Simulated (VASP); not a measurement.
Write the native input for VASP 6.6.1 that does the following.

| Quantity | Value |
| --- | --- |
| Task | single point |
| Functional | r2SCAN |
| Potentials or basis | VASP PAW PBE potentials, release 64 (Rh_pv) |
| Cutoff | 520 eV |
| k mesh | 18 × 18 × 10 |
| Occupations | gaussian, width 0.05 eV |
| Spin | no spin polarisation |
| Dipole correction | no |
| Further INCAR settings | ALGO = Normal; EDIFF = 1e-07; NBANDS = 22 |

Rh:

```
Rh
1.0
     2.72756    0.00000    0.00000
    -1.36378    2.36213    0.00000
     0.00000    0.00000    4.37778
Rh
2
Direct
  0.33333 0.66667 0.75000
  0.66667 0.33333 0.25000
```

This isn't the form of Rh at room conditions, which is fcc.

These files were run (other wordings do the same):

POSCAR

```
Rh
1.0
    2.7275561320      0.0000000000      0.0000000000
   -1.3637780660      2.3621329006      0.0000000000
    0.0000000000      0.0000000000      4.3777772300
Rh
2
Direct
    0.3333333333      0.6666666667      0.7500000000
    0.6666666667      0.3333333333      0.2500000000
```

INCAR.step1

```
SYSTEM = Rh
PREC = Accurate
ENCUT = 520
ISMEAR = 0
SIGMA = 0.05
LREAL = .False.
LASPH = .True.
NELM = 100
NBANDS = 22
GGA = PE
ALGO = Normal
EDIFF = 1E-4
LWAVE = .True.
LCHARG = .False.
```

INCAR.step2

```
SYSTEM = Rh
PREC = Accurate
ENCUT = 520
EDIFF = 1E-7
ISMEAR = 0
SIGMA = 0.05
LREAL = .False.
LASPH = .True.
NELM = 100
ALGO = Normal
ISIF = 2
LWAVE = .False.
LCHARG = .False.
METAGGA = R2SCAN
LMIXTAU = .True.
NBANDS = 22
ISTART = 1
```

KPOINTS

```
regular mesh
0
Gamma
  18 18 10
  0 0 0
```

Potentials or basis: VASP PAW PBE potentials, release 64 (Rh_pv).

Run with:

```console
$ cat potpaw_PBE.64/Rh_pv/POTCAR > POTCAR
$ cp INCAR.step1 INCAR
$ mpirun -np 1 vasp_std > vasp.out
$ cp INCAR.step2 INCAR
$ mpirun -np 1 vasp_std > vasp.out
```

It gave:

```yaml
Pressure: -5.4 GPa
Band_gap_on_the_k_mesh: zero (bands 15 and 16 overlap by 2.38 eV)
```

Caveat: the cell stands under tension; the PAW data sets were made with another functional, which shifts forces and pressure a little.

It took 10 min on 1 thread of Intel Xeon 8259CL, with other jobs on the host, peak memory 0.23 GiB.
